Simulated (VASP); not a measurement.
# Te7Se (Fm-3m) in VASP: notebook

Te7Se is run at these levels: PBE; tasks: single point, relaxation of cell and atoms.

Everything below comes from runs of VASP 6.6.1. Logs are shortened: lines on timing, memory, paths and dates and some standing lists are left out, and cuts for length are marked.

### 1 The cell of the first run

Symmetry: Fm-3m, No. 225, cubic system. Conventional cell: a = 9.554 Å, b = 9.554 Å, c = 9.554 Å, α = 90.00°, β = 90.00°, γ = 90.00°. Te (site symmetry mmm) has 10 Te at 3.38 Å and 2 Se at 3.38 Å within 4.4 Å. Te (site symmetry m-3m) has 12 Te at 3.38 Å within 4.4 Å. Within 4.4 Å of Se (site symmetry m-3m) lie 12 Te at 3.38 Å.

### 2 Single point, PBE

Input file INCAR:

```
PREC = Accurate
ENCUT = 520
EDIFF = 1E-6
ISMEAR = 0
SIGMA = 0.1
LREAL = False
LASPH = True
NELM = 100
ALGO = Normal
ISIF = 2
LWAVE = False
LCHARG = True
GGA = PE
LELF = True
LVHAR = True
NBANDS = 34
```

Input file KPOINTS:

```
regular mesh
0
Gamma
  8 8 8
```

Input file POSCAR:

```
Te7Se
1.0
    0.0000000000      4.7771757636      4.7771757636
    4.7771757636      0.0000000000      4.7771757636
    4.7771757636      4.7771757636      0.0000000000
Te Se
7 1
Direct
    0.5000000000      0.0000000000      0.0000000000
    0.0000000000      0.5000000000      0.5000000000
    0.0000000000      0.5000000000      0.0000000000
    0.5000000000      0.0000000000      0.5000000000
    0.0000000000      0.0000000000      0.5000000000
    0.5000000000      0.5000000000      0.0000000000
    0.5000000000      0.5000000000      0.5000000000
    0.0000000000      0.0000000000      0.0000000000
```

Potentials or basis: VASP PAW PBE potentials, release 64 (Te, Se).

Command:

```
$ cat potpaw_PBE.64/Te/POTCAR potpaw_PBE.64/Se/POTCAR > POTCAR
$ mpirun -np 1 vasp_std > vasp.out
```

OUTCAR:

```text
PREC = Accurate
   ENCUT = 520
   EDIFF = 1E-6
   ISMEAR = 0
   LREAL = False
   LASPH = True
   NELM = 100
   ISIF = 2
   GGA = PE

 ion  position               nearest neighbor table
   1  0.500  0.000  0.000-   4 3.38   6 3.38   4 3.38   5 3.38   7 3.38   3 3.38   6 3.38   7 3.38
                             3 3.38   5 3.38
   2  0.000  0.500  0.500-   3 3.38   5 3.38   7 3.38   3 3.38   6 3.38   4 3.38   5 3.38   4 3.38
                             6 3.38   7 3.38
   3  0.000  0.500  0.000-   2 3.38   6 3.38   2 3.38   5 3.38   7 3.38   1 3.38   5 3.38   1 3.38
                             6 3.38   7 3.38
   4  0.500  0.000  0.500-   1 3.38   5 3.38   7 3.38   1 3.38   6 3.38   2 3.38   6 3.38   7 3.38
                             2 3.38   5 3.38
   5  0.000  0.000  0.500-   2 3.38   4 3.38   1 3.38   3 3.38   2 3.38   3 3.38   7 3.38   1 3.38
                             4 3.38   7 3.38
   6  0.500  0.500  0.000-   1 3.38   3 3.38   7 3.38   2 3.38   4 3.38   7 3.38   1 3.38   4 3.38
                             2 3.38   3 3.38
   7  0.500  0.500  0.500-   2 3.38   4 3.38   6 3.38   1 3.38   3 3.38   6 3.38   1 3.38   4 3.38
                             5 3.38   2 3.38   3 3.38   5 3.38
   8  0.000  0.000  0.000-

  LATTYP: Found a face centered cubic cell.
 ALAT       =     9.5543515272

  Lattice vectors:

 A1 = (   0.0000000000,   4.7771757636,   4.7771757636)
 A2 = (   4.7771757636,   0.0000000000,   4.7771757636)
 A3 = (   4.7771757636,   4.7771757636,   0.0000000000)

Analysis of symmetry for initial positions (statically):
=====================================================================
 Subroutine PRICEL returns:
 Original cell was already a primitive cell.

 Routine SETGRP: Setting up the symmetry group for a
 face centered cubic supercell.

 Subroutine GETGRP returns: Found 48 space group operations
 (whereof 48 operations were pure point group operations)
 out of a pool of 48 trial point group operations.

The static configuration has the point symmetry O_h .

Analysis of symmetry for dynamics (positions and initial velocities):
=====================================================================
 Subroutine PRICEL returns:
 Original cell was already a primitive cell.

 Routine SETGRP: Setting up the symmetry group for a
 face centered cubic supercell.

 Subroutine GETGRP returns: Found 48 space group operations
 (whereof 48 operations were pure point group operations)
 out of a pool of 48 trial point group operations.

The dynamic configuration has the point symmetry O_h .

 Subroutine INISYM returns: Found 48 space group operations
 (whereof 48 operations are pure point group operations),
 and found     1 'primitive' translations

----------------------------------------------------------------------------------------

                                     Primitive cell

  volume of cell :     218.0438

  direct lattice vectors                    reciprocal lattice vectors
     0.000000000  4.777175764  4.777175764    -0.104664351  0.104664351  0.104664351
     4.777175764  0.000000000  4.777175764     0.104664351 -0.104664351  0.104664351
     4.777175764  4.777175764  0.000000000     0.104664351  0.104664351 -0.104664351

  length of vectors
     6.755946755  6.755946755  6.755946755     0.181283973  0.181283973  0.181283973

  position of ions in fractional coordinates (direct lattice)
     0.500000000  0.000000000  0.000000000
     0.000000000  0.500000000  0.500000000
     0.000000000  0.500000000  0.000000000
     0.500000000  0.000000000  0.500000000
     0.000000000  0.000000000  0.500000000
     0.500000000  0.500000000  0.000000000
     0.500000000  0.500000000  0.500000000
     0.000000000  0.000000000  0.000000000

  ion indices of the primitive-cell ions
   primitive index   ion index
                 1           1
                 2           2
                 3           3
                 4           4
                 5           5
                 6           6
                 7           7
                 8           8

----------------------------------------------------------------------------------------

 KPOINTS: regular mesh

Automatic generation of k-mesh.
 Grid dimensions read from file:
 generate k-points for:    8    8    8

 Generating k-lattice:

  Cartesian coordinates                     Fractional coordinates (reciprocal lattice)
    -0.013083044  0.013083044  0.013083044     0.125000000  0.000000000  0.000000000
     0.013083044 -0.013083044  0.013083044     0.000000000  0.125000000  0.000000000
     0.013083044  0.013083044 -0.013083044     0.000000000  0.000000000  0.125000000

  Length of vectors
     0.022660497  0.022660497  0.022660497

  Shift w.r.t. Gamma in fractional coordinates (k-lattice)
     0.000000000  0.000000000  0.000000000

 Subroutine IBZKPT returns following result:
 ===========================================

 Found     29 irreducible k-points:

[... 72 lines left out ...]
  ext. energy  EPLUGINS =         0.00000000
  ---------------------------------------------------
  free energy    TOTEN  =       -22.02083915 eV

  energy without entropy =      -21.99384193  energy(sigma->0) =      -22.00734054

 E-fermi :   7.6496     XC(G=0): -10.1658

 val. band max:        7.6446591627   @ k =  -0.2500   0.3750   0.1250
 cond. band min:       7.6735372048   @ k =   0.3750   0.2500   0.0000
 fundamental gap:      0.0288780421
 Fermi energy:         7.6496243367

 k-point     1 :       0.0000    0.0000    0.0000
  band No.  band energies     occupation
      1      -6.4873      2.00000
      2      -4.3794      2.00000
      3      -3.3931      2.00000
      4      -3.3931      2.00000
      5      -3.3931      2.00000
      6      -2.6413      2.00000
[... 26 lines left out ...]
     33      11.2445      0.00000
     34      11.7146      0.00000

 k-point     2 :       0.1250    0.0000    0.0000
  band No.  band energies     occupation
      1      -6.4204      2.00000
      2      -4.4085      2.00000
      3      -3.5551      2.00000
      4      -3.3687      2.00000
      5      -3.3687      2.00000
      6      -2.7118      2.00000
[... 26 lines left out ...]
     33      11.4952      0.00000
     34      11.9278      0.00000

 k-point     3 :       0.2500    0.0000    0.0000
  band No.  band energies     occupation
      1      -6.2224      2.00000
      2      -4.5695      2.00000
      3      -3.8517      2.00000
      4      -3.2927      2.00000
      5      -3.2927      2.00000
      6      -2.8602      2.00000
[... 26 lines left out ...]
     33      11.9064      0.00000
     34      12.2291      0.00000

 k-point     4 :       0.3750    0.0000    0.0000
  band No.  band energies     occupation
      1      -5.9037      2.00000
      2      -4.9676      2.00000
      3      -3.9853      2.00000
      4      -3.1595      2.00000
      5      -3.1595      2.00000
      6      -2.9957      2.00000
[... 26 lines left out ...]
     33      12.3680      0.00000
     34      12.6281      0.00000

 k-point     5 :       0.5000    0.0000    0.0000
  band No.  band energies     occupation
      1      -5.5649      2.00000
      2      -5.3625      2.00000
      3      -4.0060      2.00000
      4      -3.0505      2.00000
      5      -2.9786      2.00000
      6      -2.9786      2.00000
[... 621 lines left out ...]
 k-point    22 :       0.3750    0.2500    0.1250
  band No.  band energies     occupation
      1      -6.0489      2.00000
      2      -4.5821      2.00000
      3      -3.9882      2.00000
      4      -3.6074      2.00000
      5      -3.2525      2.00000
      6      -3.1533      2.00000
[... 26 lines left out ...]
     33      12.5545      0.00000
     34      12.8154      0.00000

 k-point    23 :       0.5000    0.2500    0.1250
  band No.  band energies     occupation
      1      -5.7380      2.00000
      2      -4.8473      2.00000
      3      -4.2170      2.00000
      4      -3.7803      2.00000
      5      -3.2867      2.00000
      6      -2.9191      2.00000
[... 26 lines left out ...]
     33      13.0097      0.00000
     34      13.3191      0.00000

 k-point    24 :      -0.3750    0.2500    0.1250
  band No.  band energies     occupation
      1      -5.4268      2.00000
      2      -5.1835      2.00000
      3      -4.2575      2.00000
      4      -3.8651      2.00000
      5      -3.2651      2.00000
      6      -2.8718      2.00000
[... 26 lines left out ...]
     33      13.4632      0.00000
     34      13.5502      0.00000

 [... further k-points ...]

------------------------ aborting loop because EDIFF is reached ----------------------------------------

  FORCE on cell =-STRESS in cart. coord.  units (eV):
  Direction    XX          YY          ZZ          XY          YZ          ZX
  --------------------------------------------------------------------------------------
  -------------------------------------------------------------------------------------
  Total       -0.1313930     -0.1313930     -0.1313930     -0.0000000      0.0000000      0.0000000
  in kB       -0.9654710     -0.9654710     -0.9654710     -0.0000000      0.0000000      0.0000000
  external PRESSURE =      -0.9654710 kB  Pullay stress =       0.0000000 kB

 VOLUME and BASIS-vectors are now :
 -----------------------------------------------------------------------------
  energy-cutoff  :      520.00
  volume of cell :      218.04
      direct lattice vectors                 reciprocal lattice vectors
     0.000000000  4.777175764  4.777175764    -0.104664351  0.104664351  0.104664351
     4.777175764  0.000000000  4.777175764     0.104664351 -0.104664351  0.104664351
     4.777175764  4.777175764  0.000000000     0.104664351  0.104664351 -0.104664351

 POSITION                                       TOTAL-FORCE (eV/Angst)
 -----------------------------------------------------------------------------------
      0.00000      2.38859      2.38859        -0.000000     -0.000000     -0.000000
      4.77718      2.38859      2.38859         0.000000      0.000000     -0.000000
      2.38859      0.00000      2.38859         0.000000     -0.000000      0.000000
      2.38859      4.77718      2.38859        -0.000000      0.000000     -0.000000
      2.38859      2.38859      0.00000         0.000000     -0.000000     -0.000000
      2.38859      2.38859      4.77718         0.000000     -0.000000      0.000000
      4.77718      4.77718      4.77718        -0.000000     -0.000000      0.000000
      0.00000      0.00000      0.00000         0.000000     -0.000000     -0.000000
 -----------------------------------------------------------------------------------
    total drift:                                0.000000      0.000000      0.000000

  FREE ENERGIE OF THE ION-ELECTRON SYSTEM (eV)
  ---------------------------------------------------
  free  energy   TOTEN  =       -22.0208391474 eV

  energy  without entropy=      -21.9938419306  energy(sigma->0) =      -22.00734054
```

It took 2.9 min on 1 thread of Intel Xeon Platinum 8488C (Sapphire Rapids), shared host; peak memory 0.43 GiB.

Results:

```yaml
Free_energy: -22.0208 eV
Pressure: -0.1 GPa
Band_gap_on_the_k_mesh: zero (band 24 reaches 9.04 eV, above the bottom of band 25 at 7.22 eV)
```

Caveat: spin-orbit coupling is left out, which moves the levels of the heavy elements.

### 3 Relaxation of cell and atoms, PBE

This run uses another cell than the first one, of 27.32 Å³/atom, 1.002 times its volume.

Input file INCAR:

```
SYSTEM = Te7Se
PREC = Accurate
ENCUT = 600
EDIFF = 1E-6
ISMEAR = 0
SIGMA = 0.1
LREAL = .False.
LASPH = .True.
NELM = 100
ALGO = Normal
ISIF = 3
LWAVE = .False.
LCHARG = .False.
GGA = PE
IBRION = 2
NSW = 100
EDIFFG = -0.01
```

Input file KPOINTS:

```
Automatic mesh
0
Gamma
  8 8 8
  0 0 0
```

Edit POSCAR of step 2 so:

```diff
@@ -2,5 +2,5 @@
 1.0
-    0.0000000000      4.7771757636      4.7771757636
-    4.7771757636      0.0000000000      4.7771757636
-    4.7771757636      4.7771757636      0.0000000000
+    0.0000000000      4.7807901092      4.7807901092
+    4.7807901092      0.0000000000      4.7807901092
+    4.7807901092      4.7807901092      0.0000000000
 Te Se
```

Potentials or basis: VASP PAW PBE potentials, release 64 (Te, Se).

Command:

```
$ cat potpaw_PBE.64/Te/POTCAR potpaw_PBE.64/Se/POTCAR > POTCAR
$ mpirun -np 1 vasp_std > vasp.out
```

Run time: 7.7 min. Hardware: 1 thread of Intel Xeon Platinum 8488C (Sapphire Rapids), shared host; peak memory 0.52 GiB.

The run converged. Its results:

- Free energy: -22.0213 eV
- Relaxed volume: 27.21 Å³/atom
- Relaxed cell: a = 6.752 Å, b = 6.752 Å, c = 6.752 Å, α = 60.00°, β = 60.00°, γ = 60.00°
- Space group after relaxing (to 0.05 Å): Fm-3m (No. 225)
- Energy gained by relaxing: 0.1 meV/atom
- Ionic steps: 3
- Pressure after relaxing: 0.0 GPa
- Band gap on the k mesh: zero (band 24 reaches 9.07 eV, above the bottom of band 25 at 7.24 eV)

Step by step:
```tsv
step	energy change (eV)	largest force (eV/Å)	pressure (GPa)	volume (Å³)
1	0.0000	0.0000	-0.22	218.54
2	-0.0005	0.0000	0.09	217.34
3	-0.0006	0.0000	0.01	217.66
```

Final structure:
```
Te Se
1.0
     0.00000    4.77435    4.77435
     4.77435    0.00000    4.77435
     4.77435    4.77435    0.00000
Te Se
7 1
Direct
  0.50000 0.00000 0.00000
  0.00000 0.50000 0.50000
  0.00000 0.50000 0.00000
  0.50000 0.00000 0.50000
  0.00000 0.00000 0.50000
  0.50000 0.50000 0.00000
  0.50000 0.50000 0.50000
  0.00000 0.00000 0.00000
```

Levels at points of the mesh, in eV from the Fermi level:
| k point | band 22 | band 23 | band 24 | band 25 | band 26 | band 27 |
| --- | --- | --- | --- | --- | --- | --- |
| (0.00, 0.00, 0.00) | 1.39 | 1.39 | 1.39 | 1.89 | 1.89 | 2.00 |
| (0.50, 0.00, 0.00) | -1.62 | -0.03 | -0.03 | 0.29 | 0.30 | 0.30 |
| (0.50, 0.50, 0.00) | -2.04 | -1.07 | -1.02 | 0.50 | 0.50 | 0.79 |

Caveat: spin-orbit coupling is left out, which moves the levels of the heavy elements.

### 4 Single point, PBE

This run uses another cell than the first one, of 27.32 Å³/atom, 1.002 times its volume.

Input file INCAR:

```
SYSTEM = Te7Se
PREC = Accurate
ENCUT = 520
EDIFF = 1E-7
ISMEAR = 0
SIGMA = 0.1
LREAL = .False.
LASPH = .True.
NELM = 100
ALGO = Normal
ISIF = 2
LWAVE = .False.
LCHARG = .True.
GGA = PE
LELF = .True.
LVHAR = .True.
NBANDS = 34
```

Input file KPOINTS:

```
Automatic mesh
0
Gamma
  4 4 4
  0 0 0
```

POSCAR is that of step 3.

Command:

```
$ cat potpaw_PBE.64/Te/POTCAR potpaw_PBE.64/Se/POTCAR > POTCAR
$ mpirun -np 1 vasp_std > vasp.out
```

It took 78 s on 1 thread of Intel Xeon Platinum 8488C (Sapphire Rapids), shared host; peak memory 0.35 GiB.

It converged, with:

```yaml
Free_energy: -22.0311 eV
Pressure: -0.1 GPa
Band_gap_on_the_k_mesh: zero (band 24 reaches 9.01 eV, above the bottom of band 25 at 7.19 eV)
```

Levels at points of the mesh, in eV from the Fermi level:
| k point | band 20 | band 21 | band 22 | band 23 | band 24 | band 25 | band 26 | band 27 | band 28 | band 29 |
| --- | --- | --- | --- | --- | --- | --- | --- | --- | --- | --- |
| (0.00, 0.00, 0.00) | -0.74 | -0.74 | 1.32 | 1.32 | 1.32 | 1.81 | 1.81 | 1.92 | 1.92 | 1.92 |
| (0.50, 0.00, 0.00) | -1.82 | -1.68 | -1.68 | -0.09 | -0.09 | 0.22 | 0.23 | 0.23 | 0.42 | 2.08 |
| (0.50, 0.50, 0.00) | -2.20 | -2.20 | -2.09 | -1.15 | -1.08 | 0.43 | 0.43 | 0.72 | 0.72 | 1.40 |

Caveat: spin-orbit coupling is left out, which moves the levels of the heavy elements.

### 5 Relaxation of cell and atoms, PBE

This run uses another cell than the first one, of 32.53 Å³/atom, 1.194 times its volume.

Input file INCAR:

```
PREC     = Accurate       # precision mode
ENCUT    = 600            # plane-wave cutoff, eV
EDIFF    = 1E-6           # SCF threshold, eV
ISMEAR   = 0              # smearing method
SIGMA    = 0.1            # smearing width, eV
LREAL    = F              # projectors in reciprocal space
LASPH    = T              # aspherical terms in the spheres
NELM     = 100            # most SCF steps
ALGO     = Normal         # electronic algorithm
ISIF     = 3              # what is computed and relaxed
LWAVE    = F              # write WAVECAR
LCHARG   = F              # write CHGCAR
GGA      = PE             # functional
IBRION   = 2              # ionic algorithm
NSW      = 90             # ionic steps
EDIFFG   = -0.04          # ionic threshold
```

Input file KPOINTS:

```
Automatic mesh
0
Gamma
  4 4 4
```

Edit POSCAR of step 4 so:

```diff
@@ -2,5 +2,5 @@
 1.0
-    0.0000000000      4.7807901092      4.7807901092
-    4.7807901092      0.0000000000      4.7807901092
-    4.7807901092      4.7807901092      0.0000000000
+    0.0000000000      5.0675013200      5.0675013200
+    5.0675013200      0.0000000000      5.0675013200
+    5.0675013200      5.0675013200      0.0000000000
 Te Se
```

Command:

```
$ cat potpaw_PBE.64/Te/POTCAR potpaw_PBE.64/Se/POTCAR > POTCAR
$ mpirun -np 1 vasp_std > vasp.out
```

It took 3.6 min on 1 thread of Intel Xeon Platinum 8488C (Sapphire Rapids), shared host; peak memory 0.53 GiB.

The run converged. Its results:

* Free energy: -22.0329 eV
* Relaxed volume: 27.24 Å³/atom
* Relaxed cell: a = 6.755 Å, b = 6.755 Å, c = 6.755 Å, α = 60.00°, β = 60.00°, γ = 60.00°
* Space group after relaxing (to 0.05 Å): Fm-3m (No. 225)
* Energy gained by relaxing: 127.8 meV/atom
* Ionic steps: 3
* Pressure after relaxing: 0.0 GPa
* Band gap on the k mesh: zero (band 24 reaches 9.05 eV, above the bottom of band 25 at 7.22 eV)

Step by step:
```tsv
step	energy change (eV)	largest force (eV/Å)	pressure (GPa)	volume (Å³)
1	0.0000	0.0000	-6.49	260.26
2	-1.0069	0.0000	1.20	213.68
3	-1.0228	0.0000	0.02	217.94
```

Final structure:
```
Te Se
1.0
     0.00000    4.77642    4.77642
     4.77642    0.00000    4.77642
     4.77642    4.77642    0.00000
Te Se
7 1
Direct
  0.50000 0.00000 0.00000
  0.00000 0.50000 0.50000
  0.00000 0.50000 0.00000
  0.50000 0.00000 0.50000
  0.00000 0.00000 0.50000
  0.50000 0.50000 0.00000
  0.50000 0.50000 0.50000
  0.00000 0.00000 0.00000
```

Levels at points of the mesh, in eV from the Fermi level:
```
           k point  band 21  band 22  band 23  band 24  band 25  band 26  band 27  band 28
(0.00, 0.00, 0.00)    -0.75     1.33     1.33     1.33     1.81     1.81     1.93     1.93
(0.50, 0.00, 0.00)    -1.69    -1.69    -0.09    -0.09     0.22     0.24     0.24     0.42
(0.50, 0.50, 0.00)    -2.21    -2.10    -1.14    -1.08     0.44     0.44     0.72     0.72
```

Caveat: the volume moved by over 15 % at a fixed basis, so the end points are rough; spin-orbit coupling is left out, which moves the levels of the heavy elements.

### 6 Overview

```csv
task,cell,k mesh,cutoff (eV),gap on the mesh (eV),pressure (GPa),relaxed volume (Å³/atom)
single point,"a = 6.756 Å, angles 60.0°, 8 atoms",8 × 8 × 8,520,none,-0.1,-
relaxation of cell and atoms,"relaxed from a = 6.761 Å, angles 60.0°, 8 atoms",8 × 8 × 8,600,none,0.0,27.21
single point,"a = 6.761 Å, angles 60.0°, 8 atoms",4 × 4 × 4,520,none,-0.1,-
relaxation of cell and atoms,"relaxed from a = 7.167 Å, angles 60.0°, 8 atoms",4 × 4 × 4,600,none,0.0,27.24
```

Alike in all rows: level PBE; potentials or basis VASP PAW PBE potentials, release 64 (Te, Se); no spin polarisation; smearing gaussian 0.1 eV.

Caveats: spin-orbit coupling is left out, which moves the levels of the heavy elements; the volume moved by over 15 % at a fixed basis, so the end points are rough (some runs).

Total energies depend on the potentials used, so only differences within one code and one set of settings carry meaning.
